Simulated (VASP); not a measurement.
Here is a VASP 6.6.1 calculation.

Contents of INCAR:

```
SYSTEM = BN
PREC = Accurate ; ENCUT = 520
EDIFF = 1E-6 ; ISMEAR = -1
SIGMA = 0.05 ; LREAL = .FALSE.
LASPH = .TRUE. ; NELM = 80
ALGO = Normal ; ISIF = 2
LWAVE = .FALSE. ; LCHARG = .FALSE.
GGA = PE ; NBANDS = 11
```

KPOINTS

```
Automatic mesh
0
G
  13 13 13
  0 0 0
```

POSCAR

```
BN
1.0
    0.0000000000      3.4953158300      2.1660912400
    1.2516321000      0.0000000000      2.1660912400
    1.2516321000      3.4953158300      0.0000000000
N B
1 1
Direct
    0.6666513400      0.6666513400      0.3333486600
    0.0000486500      0.0000486500      0.9999513500
```

Potentials or basis: VASP PAW PBE potentials, release 64 (N, B).

The run is started by

```bash
$ cat potpaw_PBE.64/N/POTCAR potpaw_PBE.64/B/POTCAR > POTCAR
$ mpirun -np 1 vasp_std > vasp.out
```

(1) Predict the band gap on the k mesh.

(2) What does it give for the pressure?

Answers

(1) 3.90 eV, indirect (least direct gap 4.65 eV).

(2) 3.3 GPa.
